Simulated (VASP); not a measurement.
Wanted: the native input for a VASP 6.6.1 run.

```yaml
Task: single point
Functional: LDA
Potentials_or_basis: VASP PAW LDA potentials, release 64 (Al, O)
Cutoff: 520 eV
k_mesh: 9 × 9 × 4
Occupations: gaussian, width 0.05 eV
Spin: no spin polarisation
Dipole_correction: no
Further_INCAR_settings: ALGO = Normal; EDIFF = 1e-07; NBANDS = 20
```

The structure of Al2O3 lies in POSCAR:

```
Al2O3
1.0
    2.8843249483      0.0000000000      0.0000000000
   -1.4421624742      2.4978986780      0.0000000000
    0.0000000000      0.0000000000     10.0836948168
Al O
2 3
Direct
    0.0000000000      0.0000000000      0.1499923300
    0.0000000000      0.0000000000      0.8500076700
    0.3333333333      0.6666666667      0.2223169200
    0.6666666667      0.3333333333      0.0000000000
    0.3333333333      0.6666666667      0.7776830800
```

This cell differs from its parent crystal: strain +0.000 along x and y, +0.080 along z.

These files were run (other wordings do the same):

INCAR

```
SYSTEM = Al2O3
ALGO = Normal
EDIFF = 1E-7
ENCUT = 520
ISIF = 2
ISMEAR = 0
LASPH = .True.
LCHARG = .False.
LREAL = .False.
LWAVE = .False.
NBANDS = 20
NELM = 100
PREC = Accurate
SIGMA = 0.05
```

KPOINTS

```
k-points
0
Gamma
  9 9 4
  0 0 0
```

Potentials or basis: VASP PAW LDA potentials, release 64 (Al, O).

Run with:

```bash
$ cat potpaw_LDA.64/Al/POTCAR potpaw_LDA.64/O/POTCAR > POTCAR
$ mpirun -np 1 vasp_std > vasp.out
```

Results of the run:

```
Pressure               : -11.8 GPa
Largest force          : 1.460 eV/Å
Band gap on the k mesh : 4.38 eV
```

Caveat: the cell differs from its parent crystal (strain +0.000 along x and y, +0.080 along z); the cell stands under tension; an odd mesh through Γ misses points on the zone boundary, where band edges can lie; forces of over 1 eV/Å act on the atoms, so gaps and moduli don't describe the material at rest.

Wall time 100 s on 1 thread of AMD EPYC 7R13, with other jobs on the host, peak memory 0.16 GiB.
